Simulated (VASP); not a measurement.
The system is ZrS2.

```
Zr S
1.0
     3.67440    0.00000    0.00000
    -1.83720    3.18212    0.00000
     0.00000    0.00000    5.85686
Zr S
1 2
Direct
  0.00000 0.00000 0.00000
  0.33333 0.66667 0.24623
  0.66667 0.33333 0.75377
```

Program: VASP 6.6.1. Alike in all runs: task single point; no spin polarisation; cell as given; smearing gaussian 0.01 eV. Hardware: 1 thread of Intel(R) Xeon(R) Platinum 8559C (Emerald Rapids) (shared host).

Problem. Order these runs on this cell by their wall time, lowest first.
A. level LDA; potentials or basis VASP PAW LDA potentials, release 64 (Zr_sv, S); k mesh 6 × 6 × 2; cutoff (eV) 500
B. level r2SCAN; potentials or basis VASP PAW PBE potentials, release 64 (Zr_sv, S); k mesh 6 × 6 × 2; cutoff (eV) 550
C. level PBE; potentials or basis VASP PAW PBE potentials, release 64 (Zr_sv, S); k mesh 6 × 6 × 4; cutoff (eV) 500

Solution. A (7.8 s), C (18 s), B (48 s).

Caveats: some runs use coarse meshes.
